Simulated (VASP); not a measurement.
# BaTiO3 (R3m) in VASP: single point with r2SCAN

Aim: the single point of BaTiO3 with r2SCAN.

Program: VASP 6.6.1. These are calculated values, not measurements. Logs are shortened: lines on timing, memory, paths and dates and some standing lists are left out, and cuts for length are marked.

### 1 The cell of the first run

The structure is trigonal, space group R3m (No. 160). The conventional cell has a = 5.655 Å, b = 5.655 Å, c = 6.953 Å, α = 90.00°, β = 90.00°, γ = 120.00°. Within 3.7 Å of Ba (site symmetry 3m) lie 12 O at 2.79 to 2.88 Å and 8 Ti at 3.38 to 3.57 Å. Ti (site symmetry 3m) has 6 O at 1.88 to 2.14 Å within 2.5 Å. O (site symmetry m) has 2 Ti at 1.88 to 2.14 Å within 2.5 Å.

### 2 Single point, r2SCAN

POSCAR reads:

```
BaTiO3
1.0
    2.8276681575      1.6325549719      2.3177316080
   -2.8276681575      1.6325549719      2.3177316080
    0.0000000000     -3.2651099438      2.3177316080
Ba Ti O
1 1 3
Direct
    0.0000000000      0.0000000000      0.0000000000
    0.5140000000      0.5140000000      0.5140000000
    0.4916000000      0.4916000000      0.9815000000
    0.4916000000      0.9815000000      0.4916000000
    0.9815000000      0.4916000000      0.4916000000
```

INCAR.step1 reads:

```
ALGO = Normal
EDIFF = 1E-4
ENCUT = 520
GGA = PE
ISMEAR = 0
LASPH = True
LCHARG = False
LREAL = False
LWAVE = True
NBANDS = 28
NELM = 80
PREC = Accurate
SIGMA = 0.02
```

INCAR.step2 reads:

```
ALGO = Normal
EDIFF = 1E-6
ENCUT = 520
ISIF = 2
ISMEAR = 0
ISTART = 1
LASPH = True
LCHARG = False
LMIXTAU = True
LREAL = False
LWAVE = False
METAGGA = R2SCAN
NBANDS = 28
NELM = 80
PREC = Accurate
SIGMA = 0.02
```

KPOINTS reads:

```
k-points
0
Gamma
  6 6 6
```

Potentials or basis: VASP PAW PBE potentials, release 64 (Ba_sv, Ti_sv, O).

Launch:

```
cat potpaw_PBE.64/Ba_sv/POTCAR potpaw_PBE.64/Ti_sv/POTCAR potpaw_PBE.64/O/POTCAR > POTCAR
cp INCAR.step1 INCAR
mpirun -np 1 vasp_std > vasp.out
cp INCAR.step2 INCAR
mpirun -np 1 vasp_std > vasp.out
```

OUTCAR:

```text
EDIFF = 1E-6
   ENCUT = 520
   ISIF = 2
   ISMEAR = 0
   ISTART = 1
   LASPH = True
   LREAL = False
   METAGGA = R2SCAN
   NELM = 80
   PREC = Accurate

 ion  position               nearest neighbor table
   1  0.000  0.000  0.000-   3 2.79   4 2.79   5 2.79   5 2.83   4 2.83   4 2.83   5 2.83   3 2.83
                             3 2.83   3 2.88   4 2.88   5 2.88   2 3.38   2 3.43   2 3.43   2 3.43
   2  0.514  0.514  0.514-   3 1.88   4 1.88   5 1.88   3 2.14   4 2.14   5 2.14   1 3.38   1 3.43
                             1 3.43   1 3.43   1 3.50   1 3.50   1 3.50   1 3.57
   3  0.492  0.492  0.981-   2 1.88   2 2.14   1 2.79   1 2.83   1 2.83   1 2.88
   4  0.492  0.981  0.492-   2 1.88   2 2.14   1 2.79   1 2.83   1 2.83   1 2.88
   5  0.981  0.492  0.492-   2 1.88   2 2.14   1 2.79   1 2.83   1 2.83   1 2.88

  LATTYP: Found a trigonal (rhomboedric) cell.
 ALAT       =     4.0041007420
 COS(alpha) =     0.0025827226

  Lattice vectors:

 A1 = (   2.8276681575,   1.6325549719,   2.3177316080)
 A2 = (  -2.8276681575,   1.6325549719,   2.3177316080)
 A3 = (   0.0000000000,  -3.2651099438,   2.3177316080)

Analysis of symmetry for initial positions (statically):
=====================================================================
 Subroutine PRICEL returns:
 Original cell was already a primitive cell.

 Routine SETGRP: Setting up the symmetry group for a
 trigonal (rhombohedral) supercell.

 Subroutine GETGRP returns: Found  6 space group operations
 (whereof  6 operations were pure point group operations)
 out of a pool of 12 trial point group operations.

The static configuration has the point symmetry C_3v.

Analysis of symmetry for dynamics (positions and initial velocities):
=====================================================================
 Subroutine PRICEL returns:
 Original cell was already a primitive cell.

 Routine SETGRP: Setting up the symmetry group for a
 trigonal (rhombohedral) supercell.

 Subroutine GETGRP returns: Found  6 space group operations
 (whereof  6 operations were pure point group operations)
 out of a pool of 12 trial point group operations.

The dynamic configuration has the point symmetry C_3v.

 Subroutine INISYM returns: Found  6 space group operations
 (whereof  6 operations are pure point group operations),
 and found     1 'primitive' translations

----------------------------------------------------------------------------------------

                                     Primitive cell

  volume of cell :      64.1964

  direct lattice vectors                    reciprocal lattice vectors
     2.827668157  1.632554972  2.317731608     0.176824143  0.102089467  0.143818780
    -2.827668157  1.632554972  2.317731608    -0.176824143  0.102089467  0.143818780
     0.000000000 -3.265109944  2.317731608     0.000000000 -0.204178934  0.143818780

  length of vectors
     4.004100742  4.004100742  4.004100742     0.249745628  0.249745628  0.249745628

  position of ions in fractional coordinates (direct lattice)
     0.000000000  0.000000000  0.000000000
     0.514000000  0.514000000  0.514000000
     0.491600000  0.491600000  0.981500000
     0.491600000  0.981500000  0.491600000
     0.981500000  0.491600000  0.491600000

  ion indices of the primitive-cell ions
   primitive index   ion index
                 1           1
                 2           2
                 3           3
                 4           4
                 5           5

----------------------------------------------------------------------------------------

 KPOINTS: k-points

Automatic generation of k-mesh.
 Grid dimensions read from file:
 generate k-points for:    6    6    6

 Generating k-lattice:

  Cartesian coordinates                     Fractional coordinates (reciprocal lattice)
     0.029470691  0.017014911  0.023969797     0.166666667  0.000000000  0.000000000
    -0.029470691  0.017014911  0.023969797     0.000000000  0.166666667  0.000000000
     0.000000000 -0.034029822  0.023969797     0.000000000  0.000000000  0.166666667

  Length of vectors
     0.041624271  0.041624271  0.041624271

  Shift w.r.t. Gamma in fractional coordinates (k-lattice)
     0.000000000  0.000000000  0.000000000

 Subroutine IBZKPT returns following result:
 ===========================================

 Found     32 irreducible k-points:

 Following reciprocal coordinates:
            Coordinates               Weight
  0.000000  0.000000  0.000000      1.000000
  0.166667 -0.000000  0.000000      6.000000
  0.333333 -0.000000  0.000000      6.000000
  0.500000 -0.000000 -0.000000      3.000000
  0.166667  0.166667  0.000000      6.000000
  0.333333  0.166667  0.000000     12.000000
[... 16 lines left out ...]
  0.500000  0.500000  0.166667      6.000000
 -0.333333  0.500000  0.166667     12.000000
 [... further k-points ...]
   k-points           NKPTS =     32   k-points in BZ     NKDIM =     32   number of bands    NBANDS=     28
   number of dos      NEDOS =    301   number of ions     NIONS =      5
   total plane-waves  NPLWV =  27000
   dimension x,y,z NGX =    30 NGY =   30 NGZ =   30
   dimension x,y,z NGXF=    60 NGYF=   60 NGZF=   60
   ions per type =               1   1   3
   NGX,Y,Z   is equivalent  to a cutoff of  12.46, 12.46, 12.46 a.u.
   NGXF,Y,Z  is equivalent  to a cutoff of  24.91, 24.91, 24.91 a.u.
 SYSTEM =  unknown system
   PREC   = accura    normal or accurate (medium, high low for compatibility)
   ISTART =      1    job   : 0-new  1-cont  2-samecut
   ICHARG =      0    charge: 1-file 2-atom 10-const
   ISPIN  =      1    spin polarized calculation?
   LNONCOLLINEAR =      F non collinear calculations
   LSORBIT =      F    spin-orbit coupling
   LASPH  =      T    aspherical Exc in radial PAW
   ENCUT  =  520.0 eV  38.22 Ry    6.18 a.u.   7.44  7.44  7.44*2*pi/ulx,y,z
   NELM   =     80;   NELMIN=  2; NELMDL=  0     # of ELM steps
   EDIFF  = 0.1E-05   stopping-criterion for ELM
   LREAL  =      F    real-space projection
   EDIFFG = 0.1E-04   stopping-criterion for IOM
   NSW    =      0    number of steps for IOM
   IBRION =     -1    ionic relax: 0-MD 1-quasi-New 2-CG
   NFREE  =      0    steps in history (QN), initial steepest desc. (CG)
   ISIF   =      2    stress and relaxation
   ISYM   =      2    0-nonsym 1-usesym 2-fastsym
   POTIM  = 0.5000    time-step for ionic-motion
   TEBEG  =    0.0;   TEEND  =   0.0 temperature during run
   PSTRESS=    0.0 pullay stress
   NELECT =      40.0000    total number of electrons
   NUPDOWN=      -1.0000    fix difference up-down
   EMIN   =  10.00;   EMAX   =-10.00  energy-range for DOS
   EFERMI =   0.00;   METHOD = LEGACY
   ISMEAR =     0;   SIGMA  =   0.02  broadening in eV -4-tet -1-fermi 0-gaus
   EFERMI_NEDOS =   21; number of points for ismear=-14 and -15
   IALGO  =     38    algorithm
   IMIX   =      4    mixing-type and parameters
     AMIX     =   0.40;   BMIX     =  1.00
     AMIX_MAG =   1.60;   BMIX_MAG =  1.00
  volume/ion in A,a.u.               =      12.84        86.64
  Fermi-wavevector in a.u.,A,eV,Ry     =   1.398271  2.642349 26.601582  1.955161
  Thomas-Fermi vector in A             =   2.521445
   LORBIT       =      0    0 simple, 1 ext, 2 COOP (PROOUT), +10 PAW based schemes
   METAGGA = R2SCAN    functional components
   LHFCALC =     F    Hartree Fock is set to
   AEXX    =    0.0000 exact exchange contribution
   IVDW    =     0    specifies the selected vdW correction
   LEPSILON=     F    determine dielectric tensor
   LRPA    =     F    only Hartree local field effects (RPA)
 non-spin polarized calculation
 Gauss-broadening in eV      SIGMA  =   0.02
  energy-cutoff  :      520.00
  volume of cell :       64.20
 maximum number of plane-waves:      1750
 NGX is ok and might be reduce to    30
   NGX = 15   NGY = 15   NGZ = 15

 number of electron      40.0000004 magnetization

 Free energy of the ion-electron system (eV)
  ---------------------------------------------------
  ext. energy  EPLUGINS =         0.00000000
  ---------------------------------------------------
  free energy    TOTEN  =       -74.25369145 eV

  energy without entropy =      -74.25369145  energy(sigma->0) =      -74.25369145

 E-fermi :   3.6071     XC(G=0): -11.8939

 val. band max:        3.4661400372   @ k =   0.5000   0.5000   0.5000
 cond. band min:       6.2125595561   @ k =   0.0000   0.0000   0.0000
 fundamental gap:      2.7464195189
 Fermi energy:         3.6070998118

 k-point     1 :       0.0000    0.0000    0.0000
  band No.  band energies     occupation
      1     -55.0546      2.00000
      2     -30.2572      2.00000
      3     -30.2572      2.00000
      4     -30.2552      2.00000
      5     -22.0012      2.00000
      6     -14.3309      2.00000
[... 20 lines left out ...]
     27       9.0822      0.00000
     28      11.7540      0.00000

 k-point     2 :       0.1667   -0.0000    0.0000
  band No.  band energies     occupation
      1     -55.0543      2.00000
      2     -30.2714      2.00000
      3     -30.2567      2.00000
      4     -30.2553      2.00000
      5     -21.9699      2.00000
      6     -14.3521      2.00000
[... 20 lines left out ...]
     27       9.6275      0.00000
     28      12.4066      0.00000

 k-point     3 :       0.3333   -0.0000    0.0000
  band No.  band energies     occupation
      1     -55.0538      2.00000
      2     -30.3009      2.00000
      3     -30.2556      2.00000
      4     -30.2542      2.00000
      5     -21.9060      2.00000
      6     -14.4759      2.00000
[... 20 lines left out ...]
     27      10.9138      0.00000
     28      12.4692      0.00000

 k-point     4 :       0.5000   -0.0000   -0.0000
  band No.  band energies     occupation
      1     -55.0535      2.00000
      2     -30.3155      2.00000
      3     -30.2551      2.00000
      4     -30.2537      2.00000
      5     -21.8732      2.00000
      6     -14.5582      2.00000
[... 578 lines left out ...]
     27      11.5954      0.00000
     28      12.7033      0.00000

 k-point    23 :       0.5000    0.5000    0.1667
  band No.  band energies     occupation
      1     -55.0521      2.00000
      2     -30.3121      2.00000
      3     -30.3105      2.00000
      4     -30.2667      2.00000
      5     -21.7765      2.00000
      6     -13.8881      2.00000
[... 20 lines left out ...]
     27      12.6234      0.00000
     28      13.0468      0.00000

 k-point    24 :      -0.3333    0.5000    0.1667
  band No.  band energies     occupation
      1     -55.0523      2.00000
      2     -30.3122      2.00000
      3     -30.2971      2.00000
      4     -30.2672      2.00000
      5     -21.7960      2.00000
      6     -14.0439      2.00000
[... 20 lines left out ...]
     27      12.2755      0.00000
     28      12.7972      0.00000

 [... further k-points ...]
[... 5 lines left out ...]
  --------------------------------------------------------------------------------------
  -------------------------------------------------------------------------------------
  Total        1.5916684      1.5916684      1.4819763      0.0000000      0.0000000      0.0000000
  in kB       39.7239582     39.7239582     36.9863249      0.0000000      0.0000000      0.0000000
  external PRESSURE =      38.8114138 kB  Pullay stress =       0.0000000 kB

 VOLUME and BASIS-vectors are now :
 -----------------------------------------------------------------------------
  energy-cutoff  :      520.00
  volume of cell :       64.20
      direct lattice vectors                 reciprocal lattice vectors
     2.827668157  1.632554972  2.317731608     0.176824143  0.102089467  0.143818780
    -2.827668157  1.632554972  2.317731608    -0.176824143  0.102089467  0.143818780
     0.000000000 -3.265109944  2.317731608     0.000000000 -0.204178934  0.143818780

 POSITION                                       TOTAL-FORCE (eV/Angst)
 -----------------------------------------------------------------------------------
      0.00000      0.00000      0.00000        -0.000000     -0.000000      0.074875
      0.00000      0.00000      3.57394        -0.000000     -0.000000     -0.178925
      0.00000     -1.59958      4.55365        -0.000000     -0.177345      0.034683
     -1.38527      0.79979      4.55365        -0.153585      0.088672      0.034683
      1.38527      0.79979      4.55365         0.153585      0.088672      0.034683
 -----------------------------------------------------------------------------------
    total drift:                               -0.000000      0.000004      0.002129

  FREE ENERGIE OF THE ION-ELECTRON SYSTEM (eV)
  ---------------------------------------------------
  free  energy   TOTEN  =       -74.2536914547 eV

  energy  without entropy=      -74.2536914547  energy(sigma->0) =      -74.25369145
```

It took 4.7 min on 1 thread of Intel Xeon 8259CL, shared host; peak memory 0.18 GiB.

What came out:

| Quantity | Value |
| --- | --- |
| Free energy | -74.2537 eV |
| Pressure | 3.9 GPa |
| Largest force | 0.181 eV/Å |
| Band gap on the k mesh | 2.75 eV, indirect (least direct gap 3.14 eV) |

Forces on the atoms (eV/Å):
```
Ba   0.000  0.000  0.075
Ti   0.000  0.000 -0.179
O    0.000 -0.177  0.035
O   -0.154  0.089  0.035
O    0.154  0.089  0.035
```

Stress tensor (GPa, compression positive):
```
3.97 0.00 0.00
0.00 3.97 0.00
0.00 0.00 3.70
```

Caveat: the PAW data sets were made with another functional, which shifts forces and pressure a little; spin-orbit coupling is left out, which moves the levels of the heavy elements. r2SCAN opens gaps a little over a GGA but as a rule still falls short of measured ones.
